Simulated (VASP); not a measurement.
# C (P6_3/mmc) in VASP: a series of runs

The runs below take C through single point, with LDA.

The COD entry that gives the cell may itself be a prediction, so a difference from it is no test against experiment.

All numbers are computed with VASP 6.6.1; they aren't measurements. Logs are shortened: lines on timing, memory, paths and dates and some standing lists are left out, and cuts for length are marked.

**1. The cell of the first run**

Symmetry: P6_3/mmc, No. 194, hexagonal system. Conventional cell: a = 2.376 Å, b = 2.376 Å, c = 12.292 Å, α = 90.00°, β = 90.00°, γ = 120.00°. Within 2.0 Å of C (site symmetry 3m) lie 4 C at 1.46 to 1.55 Å. C (site symmetry 3m) has 4 C at 1.46 to 1.53 Å within 2.0 Å. Within 2.0 Å of C (site symmetry 3m) lie 4 C at 1.46 to 1.53 Å.

**2. Single point, LDA**

INCAR reads:

```
ALGO = Normal
EDIFF = 1E-7
ENCUT = 520
ISIF = 2
ISMEAR = 0
LASPH = True
LCHARG = False
LREAL = False
LWAVE = False
NBANDS = 36
NELM = 80
PREC = Accurate
SIGMA = 0.05
```

KPOINTS reads:

```
k-points
0
Gamma
  12 12 2
```

POSCAR reads:

```
C
1.0
    2.3758000000      0.0000000000      0.0000000000
   -1.1879000000      2.0575031543      0.0000000000
    0.0000000000      0.0000000000     12.2917957867
C
12
Direct
    0.0000000000      0.0000000000      0.1868599868
    0.0000000000      0.0000000000      0.6868599868
    0.0000000000      0.0000000000      0.3131400132
    0.0000000000      0.0000000000      0.8131400132
    0.3333333333      0.6666666667      0.5207718743
    0.6666666667      0.3333333333      0.0207718743
    0.3333333333      0.6666666667      0.9792281257
    0.6666666667      0.3333333333      0.4792281257
    0.3333333333      0.6666666667      0.6450609412
    0.6666666667      0.3333333333      0.1450609412
    0.3333333333      0.6666666667      0.8549390588
    0.6666666667      0.3333333333      0.3549390588
```

Potentials or basis: VASP PAW LDA potentials, release 64 (C).

The run is started by

```console
$ cat potpaw_LDA.64/C/POTCAR > POTCAR
$ mpirun -np 1 vasp_std > vasp.out
```

OUTCAR:

```text
EDIFF = 1E-7
   ENCUT = 520
   ISIF = 2
   ISMEAR = 0
   LASPH = True
   LREAL = False
   NELM = 80
   PREC = Accurate

 ion  position               nearest neighbor table
   1  0.000  0.000  0.187-  10 1.46  10 1.46  10 1.46   3 1.55
   2  0.000  0.000  0.687-   9 1.46   9 1.46   9 1.46   4 1.55
   3  0.000  0.000  0.313-  12 1.46  12 1.46  12 1.46   1 1.55
   4  0.000  0.000  0.813-  11 1.46  11 1.46  11 1.46   2 1.55
   5  0.333  0.667  0.521-   8 1.46   8 1.46   8 1.46   9 1.53
   6  0.667  0.333  0.021-   7 1.46   7 1.46   7 1.46  10 1.53
   7  0.333  0.667  0.979-   6 1.46   6 1.46   6 1.46  11 1.53
   8  0.667  0.333  0.479-   5 1.46   5 1.46   5 1.46  12 1.53
   9  0.333  0.667  0.645-   2 1.46   2 1.46   2 1.46   5 1.53
  10  0.667  0.333  0.145-   1 1.46   1 1.46   1 1.46   6 1.53
  11  0.333  0.667  0.855-   4 1.46   4 1.46   4 1.46   7 1.53
  12  0.667  0.333  0.355-   3 1.46   3 1.46   3 1.46   8 1.53

  LATTYP: Found a hexagonal cell.
 ALAT       =     2.3758000000
 C/A-ratio  =     5.1737502259

  Lattice vectors:

 A1 = (   2.3758000000,   0.0000000000,   0.0000000000)
 A2 = (  -1.1879000000,   2.0575031543,   0.0000000000)
 A3 = (   0.0000000000,   0.0000000000,  12.2917957867)

Analysis of symmetry for initial positions (statically):
=====================================================================
 Subroutine PRICEL returns:
 Original cell was already a primitive cell.

 Routine SETGRP: Setting up the symmetry group for a
 hexagonal supercell.

 Subroutine GETGRP returns: Found 24 space group operations
 (whereof 12 operations were pure point group operations)
 out of a pool of 24 trial point group operations.

The static configuration has the point symmetry D_3d.
 The point group associated with its full space group is D_6h.

Analysis of symmetry for dynamics (positions and initial velocities):
=====================================================================
 Subroutine PRICEL returns:
 Original cell was already a primitive cell.

 Routine SETGRP: Setting up the symmetry group for a
 hexagonal supercell.

 Subroutine GETGRP returns: Found 24 space group operations
 (whereof 12 operations were pure point group operations)
 out of a pool of 24 trial point group operations.
[... 129 lines left out ...]
   ISYM   =      2    0-nonsym 1-usesym 2-fastsym
   POTIM  = 0.5000    time-step for ionic-motion
   TEBEG  =    0.0;   TEEND  =   0.0 temperature during run
   PSTRESS=    0.0 pullay stress
   NELECT =      48.0000    total number of electrons
   NUPDOWN=      -1.0000    fix difference up-down
   EMIN   =  10.00;   EMAX   =-10.00  energy-range for DOS
   EFERMI =   0.00;   METHOD = LEGACY
   ISMEAR =     0;   SIGMA  =   0.05  broadening in eV -4-tet -1-fermi 0-gaus
   EFERMI_NEDOS =   21; number of points for ismear=-14 and -15
   IALGO  =     38    algorithm
   IMIX   =      4    mixing-type and parameters
     AMIX     =   0.40;   BMIX     =  1.00
     AMIX_MAG =   1.60;   BMIX_MAG =  1.00
  volume/ion in A,a.u.               =       5.01        33.79
  Fermi-wavevector in a.u.,A,eV,Ry     =   1.519031  2.870553 31.394838  2.307456
  Thomas-Fermi vector in A             =   2.628072
   LORBIT       =      0    0 simple, 1 ext, 2 COOP (PROOUT), +10 PAW based schemes
   GGA     = CA    functional components
   LHFCALC =     F    Hartree Fock is set to
   AEXX    =    0.0000 exact exchange contribution
   IVDW    =     0    specifies the selected vdW correction
   LEPSILON=     F    determine dielectric tensor
   LRPA    =     F    only Hartree local field effects (RPA)
 non-spin polarized calculation
 Gauss-broadening in eV      SIGMA  =   0.05
  energy-cutoff  :      520.00
  volume of cell :       60.08
 maximum number of plane-waves:      1666
 NGX is ok and might be reduce to    18
   NGX =  9   NGY =  9   NGZ = 45

 number of electron      48.0000014 magnetization

 Free energy of the ion-electron system (eV)
  ---------------------------------------------------
  ext. energy  EPLUGINS =         0.00000000
  ---------------------------------------------------
  free energy    TOTEN  =      -119.94566333 eV

  energy without entropy =     -119.94566333  energy(sigma->0) =     -119.94566333

 E-fermi :  12.0299     XC(G=0): -14.1107

 val. band max:       11.7723255772   @ k =   0.0000   0.0000   0.0000
 cond. band min:      16.2601481566   @ k =   0.0000   0.0000   0.0000
 fundamental gap:      4.4878225794
 Fermi energy:        12.0298678721

 k-point     1 :       0.0000    0.0000    0.0000
  band No.  band energies     occupation
      1     -11.4396      2.00000
      2     -10.7166      2.00000
      3     -10.6197      2.00000
      4      -8.4393      2.00000
      5      -8.3709      2.00000
      6      -5.6466      2.00000
[... 925 lines left out ...]
     35      21.9754      0.00000
     36      21.9754      0.00000

 [... further k-points ...]

------------------------ aborting loop because EDIFF is reached ----------------------------------------

  FORCE on cell =-STRESS in cart. coord.  units (eV):
  Direction    XX          YY          ZZ          XY          YZ          ZX
  --------------------------------------------------------------------------------------
  -------------------------------------------------------------------------------------
  Total       30.4517876     30.4517876      3.1482480      0.0000000      0.0000000      0.0000000
  in kB      812.0030316    812.0030316     83.9486642      0.0000000      0.0000000      0.0000000
  external PRESSURE =     569.3182424 kB  Pullay stress =       0.0000000 kB

 VOLUME and BASIS-vectors are now :
 -----------------------------------------------------------------------------
  energy-cutoff  :      520.00
  volume of cell :       60.08
      direct lattice vectors                 reciprocal lattice vectors
     2.375800000  0.000000000  0.000000000     0.420910851  0.243012993  0.000000000
    -1.187900000  2.057503154  0.000000000     0.000000000  0.486025986  0.000000000
     0.000000000  0.000000000 12.291795787     0.000000000  0.000000000  0.081355078

 POSITION                                       TOTAL-FORCE (eV/Angst)
 -----------------------------------------------------------------------------------
      0.00000      0.00000      2.29684         0.000000      0.000000      0.468486
      0.00000      0.00000      8.44274        -0.000000      0.000000      0.468486
      0.00000      0.00000      3.84905        -0.000000     -0.000000     -0.468486
      0.00000      0.00000      9.99495         0.000000     -0.000000     -0.468486
     -0.00000      1.37167      6.40122         0.000000     -0.000000      0.436958
      1.18790      0.68583      0.25532        -0.000000      0.000000      0.436958
     -0.00000      1.37167     12.03647         0.000000     -0.000000     -0.436958
      1.18790      0.68583      5.89057        -0.000000      0.000000     -0.436958
     -0.00000      1.37167      7.92896         0.000000     -0.000000     -0.354184
      1.18790      0.68583      1.78306        -0.000000      0.000000     -0.354184
     -0.00000      1.37167     10.50874         0.000000     -0.000000      0.354184
      1.18790      0.68583      4.36284        -0.000000      0.000000      0.354184
 -----------------------------------------------------------------------------------
    total drift:                                0.000000     -0.000000      0.000000

  FREE ENERGIE OF THE ION-ELECTRON SYSTEM (eV)
  ---------------------------------------------------
  free  energy   TOTEN  =      -119.9456633281 eV

  energy  without entropy=     -119.9456633281  energy(sigma->0) =     -119.94566333
```

Wall time 90 s (1 thread of AMD EPYC 7R13 (Zen 3), shared host); peak memory 0.14 GiB.

Results:

* Free energy: -119.9457 eV
* Pressure: 56.9 GPa
* Largest force: 0.468 eV/Å
* Band gap on the k mesh: 4.49 eV, direct

Forces in eV/Å, atoms in the order of the input:
```
C    0.000  0.000  0.468
C    0.000  0.000  0.468
C    0.000  0.000 -0.468
C    0.000  0.000 -0.468
C    0.000  0.000  0.437
C    0.000  0.000  0.437
C    0.000  0.000 -0.437
C    0.000  0.000 -0.437
C    0.000  0.000 -0.354
C    0.000  0.000 -0.354
C    0.000  0.000  0.354
C    0.000  0.000  0.354
```

Stress tensor (GPa, compression positive):
```
81.20  0.00  0.00
 0.00 81.20  0.00
 0.00  0.00  8.39
```

**3. Single point, LDA**

This run uses another cell than the first one, of 5.48 Å³/atom, 1.095 times its volume.

INCAR reads:

```
SYSTEM = C
PREC = Accurate
ENCUT = 520
EDIFF = 1E-7
ISMEAR = 0
SIGMA = 0.05
LREAL = .FALSE.
LASPH = .TRUE.
NELM = 100
ALGO = Normal
ISIF = 2
LWAVE = .FALSE.
LCHARG = .FALSE.
NBANDS = 36
```

KPOINTS reads:

```
regular mesh
0
G
  12 12 2
  0 0 0
```

POSCAR: that of step 2 with these lines changed.

```diff
@@ -2,5 +2,5 @@
 1.0
-    2.3758000000      0.0000000000      0.0000000000
-   -1.1879000000      2.0575031543      0.0000000000
-    0.0000000000      0.0000000000     12.2917957867
+    2.5503000000      0.0000000000      0.0000000000
+   -1.2751500000      2.2086245873      0.0000000000
+    0.0000000000      0.0000000000     11.6772000000
 C
```

Potentials or basis: VASP PAW LDA potentials, release 64 (C).

The run is started by

```console
$ cat potpaw_LDA.64/C/POTCAR > POTCAR
$ mpirun -np 1 vasp_std > vasp.out
```

It took 36 s on 1 thread of Intel Xeon 6975P-C (Granite Rapids), shared host; peak memory 0.18 GiB.

Results (log left out):

```
Free energy            : -120.3901 eV
Pressure               : 7.8 GPa
Largest force          : 0.790 eV/Å
Band gap on the k mesh : 3.59 eV, indirect (least direct gap 4.53 eV)
```

Forces on the atoms (eV/Å):
```
C    0.000  0.000 -0.714
C    0.000  0.000 -0.714
C    0.000  0.000  0.714
C    0.000  0.000  0.714
C    0.000  0.000 -0.790
C    0.000  0.000 -0.790
C    0.000  0.000  0.790
C    0.000  0.000  0.790
C    0.000  0.000  0.540
C    0.000  0.000  0.540
C    0.000  0.000 -0.540
C    0.000  0.000 -0.540
```

Stress tensor (GPa, compression positive):
```
-25.67   0.00   0.00
  0.00 -25.67   0.00
  0.00   0.00  74.88
```

Levels at points of the mesh, in eV from the valence-band top:
```csv
k point,band 20,band 21,band 22,band 23,band 24,band 25,band 26,band 27,band 28,band 29
"(0.00, 0.00, 0.00)",-1.38,-1.38,-0.37,0.00,0.00,4.53,4.53,5.94,5.94,6.56
"(0.50, 0.00, 0.00)",-4.34,-4.28,-4.21,-3.70,-2.66,3.59,4.33,4.45,6.57,6.61
"(0.00, 0.00, 0.50)",-1.22,-0.48,-0.48,-0.48,-0.48,5.08,5.08,5.08,5.08,6.72
"(0.50, 0.00, 0.50)",-5.40,-3.76,-3.76,-3.15,-3.15,3.79,3.79,5.38,5.38,7.00
```

A k mesh can miss the band edges. A hybrid or GW would open this gap; LDA tends to underestimate it.

**4. Single point, LDA**

This run uses another cell than the first one, of 5.51 Å³/atom, 1.100 times its volume.

INCAR reads:

```
SYSTEM = C
PREC     = Accurate       ! precision mode
ENCUT    = 520            ! plane-wave cutoff, eV
EDIFF    = 1E-6           ! SCF threshold, eV
ISMEAR   = 0              ! smearing method
SIGMA    = 0.05           ! smearing width, eV
LREAL    = .FALSE.        ! projectors in reciprocal space
LASPH    = .TRUE.         ! aspherical terms in the spheres
NELM     = 80             ! most SCF steps
ALGO     = Normal         ! electronic algorithm
ISIF     = 2              ! what is computed and relaxed
LWAVE    = .FALSE.        ! write WAVECAR
LCHARG   = .FALSE.        ! write CHGCAR
NBANDS   = 36             ! bands
```

KPOINTS reads:

```
Automatic mesh
0
G
  12 12 2
  0 0 0
```

POSCAR: that of step 3 with these lines changed.

```diff
@@ -2,5 +2,5 @@
 1.0
-    2.5503000000      0.0000000000      0.0000000000
-   -1.2751500000      2.2086245873      0.0000000000
-    0.0000000000      0.0000000000     11.6772000000
+    2.4921382545      0.0000000000      0.0000000000
+   -1.2460691272      2.1582550381      0.0000000000
+    0.0000000000      0.0000000000     12.2917957867
 C
```

Potentials or basis: VASP PAW LDA potentials, release 64 (C).

The run is started by

```console
$ cat potpaw_LDA.64/C/POTCAR > POTCAR
$ mpirun -np 1 vasp_std > vasp.out
```

OUTCAR:

```text
SYSTEM = C
   PREC = Accurate
   ENCUT = 520
   EDIFF = 1E-6
   ISMEAR = 0
   LREAL = .FALSE.
   LASPH = .TRUE.
   NELM = 80
   ISIF = 2

 ion  position               nearest neighbor table
   1  0.000  0.000  0.187-  10 1.53  10 1.53  10 1.53   3 1.55
   2  0.000  0.000  0.687-   9 1.53   9 1.53   9 1.53   4 1.55
   3  0.000  0.000  0.313-  12 1.53  12 1.53  12 1.53   1 1.55
   4  0.000  0.000  0.813-  11 1.53  11 1.53  11 1.53   2 1.55
   5  0.333  0.667  0.521-   8 1.53   8 1.53   8 1.53   9 1.53
[... 1168 lines left out ...]
  external PRESSURE =      17.1435529 kB  Pullay stress =       0.0000000 kB

 VOLUME and BASIS-vectors are now :
 -----------------------------------------------------------------------------
  energy-cutoff  :      520.00
  volume of cell :       66.11
      direct lattice vectors                 reciprocal lattice vectors
     2.492138254  0.000000000  0.000000000     0.401261847  0.231668636  0.000000000
    -1.246069127  2.158255038  0.000000000     0.000000000  0.463337271  0.000000000
     0.000000000  0.000000000 12.291795787     0.000000000  0.000000000  0.081355078

 POSITION                                       TOTAL-FORCE (eV/Angst)
 -----------------------------------------------------------------------------------
      0.00000      0.00000      2.29684        -0.000000      0.000000      0.004390
      0.00000      0.00000      8.44274         0.000000     -0.000000      0.004390
      0.00000      0.00000      3.84905        -0.000000     -0.000000     -0.004390
      0.00000      0.00000      9.99495         0.000000     -0.000000     -0.004390
     -0.00000      1.43884      6.40122         0.000000     -0.000000     -0.002872
      1.24607      0.71942      0.25532        -0.000000      0.000000     -0.002872
     -0.00000      1.43884     12.03647         0.000000     -0.000000      0.002872
      1.24607      0.71942      5.89057        -0.000000      0.000000      0.002872
     -0.00000      1.43884      7.92896        -0.000000      0.000000      0.001582
      1.24607      0.71942      1.78306         0.000000     -0.000000      0.001582
     -0.00000      1.43884     10.50874        -0.000000      0.000000     -0.001582
      1.24607      0.71942      4.36284         0.000000     -0.000000     -0.001582
 -----------------------------------------------------------------------------------
    total drift:                                0.000000      0.000000      0.000000

  FREE ENERGIE OF THE ION-ELECTRON SYSTEM (eV)
  ---------------------------------------------------
  free  energy   TOTEN  =      -121.4009442166 eV

  energy  without entropy=     -121.4009442166  energy(sigma->0) =     -121.40094422
```

OSZICAR:

```text
N       E                     dE             d eps       ncg     rms          rms(c)
DAV:   1     0.109064303387E+03    0.10906E+03   -0.25562E+04  2736   0.131E+03
DAV:   2    -0.117825295799E+03   -0.22689E+03   -0.21445E+03  3512   0.256E+02
DAV:   3    -0.126494324633E+03   -0.86690E+01   -0.86057E+01  3624   0.452E+01
DAV:   4    -0.126603552219E+03   -0.10923E+00   -0.10886E+00  3576   0.534E+00
DAV:   5    -0.126605939795E+03   -0.23876E-02   -0.23853E-02  3508   0.718E-01    0.145E+01
DAV:   6    -0.122743067215E+03    0.38629E+01   -0.26753E+00  3196   0.752E+00    0.839E+00
DAV:   7    -0.121407574935E+03    0.13355E+01   -0.32993E+00  3252   0.848E+00    0.174E+00
DAV:   8    -0.121401049140E+03    0.65258E-02   -0.97192E-02  3420   0.150E+00    0.880E-02
DAV:   9    -0.121400925546E+03    0.12359E-03   -0.14321E-03  3488   0.211E-01    0.349E-02
DAV:  10    -0.121400943098E+03   -0.17552E-04   -0.82479E-05  3380   0.475E-02    0.151E-02
DAV:  11    -0.121400944198E+03   -0.11007E-05   -0.44242E-06  3400   0.109E-02    0.470E-03
DAV:  12    -0.121400944217E+03   -0.18092E-07   -0.59220E-07  2504   0.416E-03
   1 F= -.12140094E+03 E0= -.12140094E+03  d E =-.544080E-13
```

Run time: 35 s. Hardware: 1 thread of Intel Xeon 6975P-C (Granite Rapids), shared host; peak memory 0.19 GiB.

What came out:

| Item | Value |
| --- | --- |
| Free energy | -121.4009 eV |
| Pressure | 1.7 GPa |
| Largest force | 0.004 eV/Å |
| Band gap on the k mesh | 4.50 eV, indirect (least direct gap 5.41 eV) |

Forces on the atoms (eV/Å):
```
C    0.000  0.000  0.004
C    0.000  0.000  0.004
C    0.000  0.000 -0.004
C    0.000  0.000 -0.004
C    0.000  0.000 -0.003
C    0.000  0.000 -0.003
C    0.000  0.000  0.003
C    0.000  0.000  0.003
C    0.000  0.000  0.002
C    0.000  0.000  0.002
C    0.000  0.000 -0.002
C    0.000  0.000 -0.002
```

Levels at points of the mesh, in eV from the valence-band top:
| k point | band 21 | band 22 | band 23 | band 24 | band 25 | band 26 | band 27 | band 28 |
| --- | --- | --- | --- | --- | --- | --- | --- | --- |
| (0.00, 0.00, 0.00) | -1.00 | -0.16 | 0.00 | 0.00 | 5.41 | 5.41 | 5.54 | 6.52 |
| (0.50, 0.00, 0.00) | -4.18 | -4.13 | -3.71 | -2.98 | 4.65 | 5.24 | 5.29 | 5.63 |
| (0.00, 0.00, 0.50) | -0.33 | -0.33 | -0.33 | -0.33 | 5.81 | 5.81 | 5.81 | 5.81 |
| (0.50, 0.00, 0.50) | -3.87 | -3.87 | -3.33 | -3.33 | 4.82 | 4.82 | 5.89 | 5.89 |

**5. Single point, LDA**

This run uses another cell than the first one, of 5.52 Å³/atom, 1.102 times its volume.

INCAR reads:

```
SYSTEM = C
  PREC = Accurate
  ENCUT = 520
  EDIFF = 1E-6
  ISMEAR = 0
  SIGMA = 0.05
  LREAL = .False.
  LASPH = .True.
  NELM = 100
  ALGO = Normal
  ISIF = 2
  LWAVE = .False.
  LCHARG = .False.
  NBANDS = 36
```

KPOINTS reads:

```
regular mesh
0
Gamma
  12 12 2
  0 0 0
```

POSCAR: that of step 4 with these lines changed.

```diff
@@ -2,5 +2,5 @@
 1.0
-    2.4921382545      0.0000000000      0.0000000000
-   -1.2460691272      2.1582550381      0.0000000000
-    0.0000000000      0.0000000000     12.2917957867
+    2.4340000000      0.0000000000      0.0000000000
+   -1.2170000000      2.1079058328      0.0000000000
+    0.0000000000      0.0000000000     12.9064000000
 C
```

The run is started by

```console
$ cat potpaw_LDA.64/C/POTCAR > POTCAR
$ mpirun -np 1 vasp_std > vasp.out
```

Wall time 30 s (1 thread of Intel Xeon 6975P-C (Granite Rapids), shared host); peak memory 0.18 GiB.

Results (log left out):

```yaml
Free_energy: -120.5274 eV
Pressure: 3.9 GPa
Largest_force: 0.072 eV/Å
Band_gap_on_the_k_mesh: 3.63 eV, direct
```

Forces in eV/Å, atoms in the order of the input:
```
C    0.000  0.000  0.021
C    0.000  0.000  0.021
C    0.000  0.000 -0.021
C    0.000  0.000 -0.021
C    0.000  0.000  0.072
C    0.000  0.000  0.072
C    0.000  0.000 -0.072
C    0.000  0.000 -0.072
C    0.000  0.000  0.055
C    0.000  0.000  0.055
C    0.000  0.000 -0.055
C    0.000  0.000 -0.055
```

Stress tensor (GPa, compression positive):
```
 32.65   0.00   0.00
  0.00  32.65   0.00
  0.00   0.00 -53.63
```

Levels at points of the mesh, in eV from the valence-band top:
```tsv
k point	band 22	band 23	band 24	band 25	band 26	band 27
(0.00, 0.00, 0.00)	-0.40	0.00	0.00	3.63	6.16	6.16
(0.50, 0.00, 0.00)	-4.15	-3.83	-3.29	4.56	5.55	5.59
(0.00, 0.00, 0.50)	-0.23	-0.23	-0.23	5.07	5.07	6.46
(0.50, 0.00, 0.50)	-4.05	-3.54	-3.54	4.77	4.77	5.71
```

A k mesh can miss the band edges. A hybrid or GW would open this gap; LDA tends to underestimate it.

**6. Overview**

| cell | gap on the mesh (eV) | pressure (GPa) | largest force (eV/Å) |
| --- | --- | --- | --- |
| a = 2.376, b = 2.376, c = 12.292 Å, angles 90.0, 90.0, 120.0°, 12 atoms | 4.49 | 56.9 | 0.47 |
| a = 2.550, b = 2.550, c = 11.677 Å, angles 90.0, 90.0, 120.0°, 12 atoms | 3.59 | 7.8 | 0.79 |
| a = 2.492, b = 2.492, c = 12.292 Å, angles 90.0, 90.0, 120.0°, 12 atoms | 4.50 | 1.7 | - |
| a = 2.434, b = 2.434, c = 12.906 Å, angles 90.0, 90.0, 120.0°, 12 atoms | 3.63 | 3.9 | 0.07 |

Alike in all rows: task single point; level LDA; potentials or basis VASP PAW LDA potentials, release 64 (C); no spin polarisation; k mesh 12 × 12 × 2; cutoff (eV) 520; smearing gaussian 0.05 eV.

Total energies depend on the potentials used, so only differences within one code and one set of settings carry meaning.
